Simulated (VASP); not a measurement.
# Cl (Pm-3m) in VASP: notebook

Runs on Cl. Level: LDA. Tasks: single point, relaxation of cell and atoms.

Everything below comes from runs of VASP 6.6.1. Logs are shortened: lines on timing, memory, paths and dates and some standing lists are left out, and cuts for length are marked.

## 1. The cell of the first run

It takes space group Pm-3m (No. 221, cubic). Conventional cell: a = 2.745 Å, b = 2.745 Å, c = 2.745 Å, α = 90.00°, β = 90.00°, γ = 90.00°. Cl (site symmetry m-3m) has 6 Cl at 2.75 Å within 3.6 Å.

## 2. Single point, LDA

The input, INCAR:

```
PREC     = Accurate       # precision mode
ENCUT    = 520            # plane-wave cutoff, eV
EDIFF    = 1E-6           # SCF threshold, eV
ISMEAR   = -1             # smearing method
SIGMA    = 0.05           # smearing width, eV
LREAL    = False          # projectors in reciprocal space
LASPH    = True           # aspherical terms in the spheres
NELM     = 60             # most SCF steps
ALGO     = Normal         # electronic algorithm
ISIF     = 2              # what is computed and relaxed
LWAVE    = False          # write WAVECAR
LCHARG   = True           # write CHGCAR
GGA      = CA             # functional
LELF     = True           # ELF
LVHAR    = True         
NBANDS   = 10             # bands
```

The input, KPOINTS:

```
Automatic mesh
0
Gamma
  14 14 14
```

The input, POSCAR:

```
Cl
1.0
    2.7454064480      0.0000000000      0.0000000000
    0.0000000000      2.7454064480      0.0000000000
    0.0000000000      0.0000000000      2.7454064480
Cl
1
Direct
    0.0000000000      0.0000000000      0.0000000000
```

Potentials or basis: VASP PAW LDA potentials, release 64 (Cl).

Started as:

```console
cat potpaw_LDA.64/Cl/POTCAR > POTCAR
mpirun -np 1 vasp_std > vasp.out
```

OUTCAR:

```text
PREC = Accurate
   ENCUT = 520
   EDIFF = 1E-6
   ISMEAR = -1
   LREAL = False
   LASPH = True
   NELM = 60
   ISIF = 2
   GGA = CA

 ion  position               nearest neighbor table
   1  0.000  0.000  0.000-

  LATTYP: Found a simple cubic cell.
 ALAT       =     2.7454064480

  Lattice vectors:

 A1 = (   2.7454064480,   0.0000000000,   0.0000000000)
 A2 = (   0.0000000000,   2.7454064480,   0.0000000000)
 A3 = (   0.0000000000,   0.0000000000,   2.7454064480)

Analysis of symmetry for initial positions (statically):
=====================================================================
 Subroutine PRICEL returns:
 Original cell was already a primitive cell.

 Routine SETGRP: Setting up the symmetry group for a
 simple cubic supercell.

 Subroutine GETGRP returns: Found 48 space group operations
 (whereof 48 operations were pure point group operations)
 out of a pool of 48 trial point group operations.

The static configuration has the point symmetry O_h .

Analysis of symmetry for dynamics (positions and initial velocities):
=====================================================================
 Subroutine PRICEL returns:
 Original cell was already a primitive cell.

 Routine SETGRP: Setting up the symmetry group for a
 simple cubic supercell.

 Subroutine GETGRP returns: Found 48 space group operations
 (whereof 48 operations were pure point group operations)
 out of a pool of 48 trial point group operations.

The dynamic configuration has the point symmetry O_h .

 Subroutine INISYM returns: Found 48 space group operations
 (whereof 48 operations are pure point group operations),
 and found     1 'primitive' translations

----------------------------------------------------------------------------------------

                                     Primitive cell

  volume of cell :      20.6928

  direct lattice vectors                    reciprocal lattice vectors
     2.745406448  0.000000000  0.000000000     0.364244792  0.000000000  0.000000000
     0.000000000  2.745406448  0.000000000     0.000000000  0.364244792  0.000000000
     0.000000000  0.000000000  2.745406448     0.000000000  0.000000000  0.364244792

  length of vectors
     2.745406448  2.745406448  2.745406448     0.364244792  0.364244792  0.364244792

[... 77 lines left out ...]
   NELM   =     60;   NELMIN=  2; NELMDL= -5     # of ELM steps
   EDIFF  = 0.1E-05   stopping-criterion for ELM
   LREAL  =      F    real-space projection
   EDIFFG = 0.1E-04   stopping-criterion for IOM
   NSW    =      0    number of steps for IOM
   IBRION =     -1    ionic relax: 0-MD 1-quasi-New 2-CG
   NFREE  =      0    steps in history (QN), initial steepest desc. (CG)
   ISIF   =      2    stress and relaxation
   ISYM   =      2    0-nonsym 1-usesym 2-fastsym
   POTIM  = 0.5000    time-step for ionic-motion
   TEBEG  =    0.0;   TEEND  =   0.0 temperature during run
   PSTRESS=    0.0 pullay stress
   NELECT =       7.0000    total number of electrons
   NUPDOWN=      -1.0000    fix difference up-down
   EMIN   =  10.00;   EMAX   =-10.00  energy-range for DOS
   EFERMI =   0.00;   METHOD = LEGACY
   ISMEAR =    -1;   SIGMA  =   0.05  broadening in eV -4-tet -1-fermi 0-gaus
   EFERMI_NEDOS =   21; number of points for ismear=-14 and -15
   IALGO  =     38    algorithm
   IMIX   =      4    mixing-type and parameters
     AMIX     =   0.40;   BMIX     =  1.00
     AMIX_MAG =   1.60;   BMIX_MAG =  1.00
  volume/ion in A,a.u.               =      20.69       139.64
  Fermi-wavevector in a.u.,A,eV,Ry     =   1.140690  2.155591 17.703534  1.301173
  Thomas-Fermi vector in A             =   2.277391
   LORBIT       =      0    0 simple, 1 ext, 2 COOP (PROOUT), +10 PAW based schemes
   GGA     = CA    functional components
   LHFCALC =     F    Hartree Fock is set to
   AEXX    =    0.0000 exact exchange contribution
   IVDW    =     0    specifies the selected vdW correction
   LEPSILON=     F    determine dielectric tensor
   LRPA    =     F    only Hartree local field effects (RPA)
 non-spin polarized calculation
  energy-cutoff  :      520.00
  volume of cell :       20.69
 maximum number of plane-waves:       587
   NGX = 11   NGY = 11   NGZ = 11

 number of electron       7.0000003 magnetization

 Free energy of the ion-electron system (eV)
  ---------------------------------------------------
  ext. energy  EPLUGINS =         0.00000000
  ---------------------------------------------------
  free energy    TOTEN  =        -1.76547269 eV

  energy without entropy =       -1.75605736  energy(sigma->0) =       -1.76076502

 E-fermi :   2.7469     XC(G=0):  -9.9582

 val. band max:        2.7415024374   @ k =   0.2857   0.1429   0.0714
 cond. band min:       2.7873697722   @ k =   0.3571   0.0714   0.0000
 fundamental gap:      0.0458673348
 Fermi energy:         2.7468726168

 k-point     1 :       0.0000    0.0000    0.0000
  band No.  band energies     occupation
      1     -13.8845      2.00000
      2       2.5624      1.95122
      3       2.5624      1.95122
      4       2.5624      1.95122
      5      10.8121      0.00000
      6      12.3948      0.00000
      7      12.3948      0.00000
      8      24.1720      0.00000
      9      24.1720      0.00000
     10      24.1720      0.00000
[... 287 lines left out ...]
 k-point    24 :       0.3571    0.2143    0.0000
  band No.  band energies     occupation
      1     -12.3012      2.00000
      2      -2.0495      2.00000
      3       0.6569      2.00000
      4       3.4243      0.00000
      5      12.3593      0.00000
      6      14.4830      0.00000
      7      17.8062      0.00000
      8      19.0999      0.00000
      9      19.8124      0.00000
     10      21.9182      0.00000

 [... further k-points ...]

------------------------ aborting loop because EDIFF is reached ----------------------------------------

  FORCE on cell =-STRESS in cart. coord.  units (eV):
  Direction    XX          YY          ZZ          XY          YZ          ZX
  --------------------------------------------------------------------------------------
  -------------------------------------------------------------------------------------
  Total       -0.0088175     -0.0088175     -0.0088175     -0.0000000     -0.0000000      0.0000000
  in kB       -0.6827102     -0.6827102     -0.6827102     -0.0000000     -0.0000000      0.0000000
  external PRESSURE =      -0.6827102 kB  Pullay stress =       0.0000000 kB

 VOLUME and BASIS-vectors are now :
 -----------------------------------------------------------------------------
  energy-cutoff  :      520.00
  volume of cell :       20.69
      direct lattice vectors                 reciprocal lattice vectors
     2.745406448  0.000000000  0.000000000     0.364244792  0.000000000  0.000000000
     0.000000000  2.745406448  0.000000000     0.000000000  0.364244792  0.000000000
     0.000000000  0.000000000  2.745406448     0.000000000  0.000000000  0.364244792

 POSITION                                       TOTAL-FORCE (eV/Angst)
 -----------------------------------------------------------------------------------
      0.00000      0.00000      0.00000         0.000000      0.000000      0.000000
 -----------------------------------------------------------------------------------
    total drift:                               -0.000000      0.000000      0.000000

  FREE ENERGIE OF THE ION-ELECTRON SYSTEM (eV)
  ---------------------------------------------------
  free  energy   TOTEN  =        -1.7654726908 eV

  energy  without entropy=       -1.7560573567  energy(sigma->0) =       -1.76076502
```

stdout:

```text
POSCAR found type information on POSCAR Cl
 POSCAR found :  1 types and       1 ions
 scaLAPACK will be used
 LDA part: xc-table for (Slater(with rela. corr.)+CA(PZ))
 , standard interpolation
 POSCAR, INCAR and KPOINTS ok, starting setup
 FFT: planning ... GRIDC
 FFT: planning ... GRID_SOFT
 FFT: planning ... GRID
 WAVECAR not read
 entering main loop
```

Run time: 4.7 s. Hardware: 1 thread of Intel Xeon 6975P-C (Granite Rapids), shared host; peak memory 0.12 GiB.

Results:

- Free energy: -1.7655 eV
- Pressure: -0.1 GPa

Levels at points of the mesh, in eV from the Fermi level:
| k point | band 2 | band 3 | band 4 | band 5 | band 6 | band 7 |
| --- | --- | --- | --- | --- | --- | --- |
| (0.00, 0.00, 0.00) | -0.18 | -0.18 | -0.18 | 8.07 | 9.65 | 9.65 |
| (0.50, 0.00, 0.00) | -6.18 | 0.59 | 0.59 | 11.40 | 11.85 | 13.20 |
| (0.50, 0.50, 0.00) | -4.75 | -4.75 | 1.26 | 5.40 | 13.70 | 16.70 |
| (0.50, 0.50, 0.50) | -3.57 | -3.57 | -3.57 | 8.17 | 8.17 | 8.17 |

Caveat: an odd number of electrons without spin polarisation forces a metal; a magnetic or distorted state may lie lower.

## 3. Single point, LDA

The input, INCAR:

```
SYSTEM = Cl
PREC = Accurate
ENCUT = 520
EDIFF = 1E-6
ISMEAR = -1
SIGMA = 0.05
LREAL = .False.
LASPH = .True.
NELM = 100
ALGO = Normal
ISIF = 2
LWAVE = .False.
LCHARG = .True.
GGA = CA
LELF = .True.
LVHAR = .True.
NBANDS = 10
```

The input, KPOINTS:

```
regular mesh
0
Gamma
  15 15 15
  0 0 0
```

The input, POSCAR:

```
Cl
1.0
    2.7443074913      0.0000000000      0.0000000000
    0.0000000000      2.7443074913      0.0000000000
    0.0000000000      0.0000000000      2.7443074913
Cl
1
Direct
    0.0000000000      0.0000000000      0.0000000000
```

Potentials or basis: VASP PAW LDA potentials, release 64 (Cl).

Started as:

```console
cat potpaw_LDA.64/Cl/POTCAR > POTCAR
mpirun -np 1 vasp_std > vasp.out
```

It took 4.6 s on 1 thread of Intel Xeon 6975P-C (Granite Rapids), shared host; peak memory 0.12 GiB.

The run converged. Its results:

```yaml
Free_energy: -1.7662 eV
Pressure: 0.0 GPa
```

Levels at points of the mesh, in eV from the Fermi level:
| k point | band 2 | band 3 | band 4 | band 5 | band 6 | band 7 |
| --- | --- | --- | --- | --- | --- | --- |
| (0.00, 0.00, 0.00) | -0.19 | -0.19 | -0.19 | 8.07 | 9.64 | 9.64 |

Caveat: an odd number of electrons without spin polarisation forces a metal; a magnetic or distorted state may lie lower.

## 4. Relaxation of cell and atoms, LDA

The input, INCAR:

```
ALGO     = Normal         # electronic algorithm
EDIFF    = 1E-6           # SCF threshold, eV
EDIFFG   = -0.01          # ionic threshold
ENCUT    = 600            # plane-wave cutoff, eV
IBRION   = 2              # ionic algorithm
ISIF     = 3              # what is computed and relaxed
ISMEAR   = -1             # smearing method
LASPH    = T              # aspherical terms in the spheres
LCHARG   = F              # write CHGCAR
LREAL    = F              # projectors in reciprocal space
LWAVE    = F              # write WAVECAR
NELM     = 60             # most SCF steps
NSW      = 80             # ionic steps
PREC     = Accurate       # precision mode
SIGMA    = 0.05           # smearing width, eV
```

The input, KPOINTS:

```
k-points
0
Gamma
  15 15 15
```

The input, POSCAR:

```
Cl
1.0
    2.7454064480      0.0000000000      0.0000000000
    0.0000000000      2.7454064480      0.0000000000
    0.0000000000      0.0000000000      2.7454064480
Cl
1
Direct
    0.0000000000      0.0000000000      0.0000000000
```

Started as:

```console
cat potpaw_LDA.64/Cl/POTCAR > POTCAR
mpirun -np 1 vasp_std > vasp.out
```

It took 3.7 s on 1 thread of Intel Xeon 6975P-C (Granite Rapids), shared host; peak memory 0.13 GiB.

The run converged. Its results:

* Free energy: -1.7663 eV
* Pressure after relaxing: 0.0 GPa

Final structure:
```cif
data_structure
_symmetry_space_group_name_H-M 'P 1'
_symmetry_Int_Tables_number 1
_cell_length_a 2.7454
_cell_length_b 2.7454
_cell_length_c 2.7454
_cell_angle_alpha 90.000
_cell_angle_beta 90.000
_cell_angle_gamma 90.000
_cell_volume 20.69
loop_
_atom_site_label
_atom_site_type_symbol
_atom_site_fract_x
_atom_site_fract_y
_atom_site_fract_z
_atom_site_occupancy
Cl1 Cl 0.00000 0.00000 0.00000 1
```

Levels at points of the mesh, in eV from the Fermi level:
| k point | band 1 | band 2 | band 3 | band 4 | band 5 | band 6 | band 7 |
| --- | --- | --- | --- | --- | --- | --- | --- |
| (0.00, 0.00, 0.00) | -16.63 | -0.19 | -0.19 | -0.19 | 8.06 | 9.65 | 9.65 |

Caveat: the relaxation stopped at its first step, so nothing moved; an odd number of electrons without spin polarisation forces a metal; a magnetic or distorted state may lie lower.

(Part 1 of 2 ends here.)
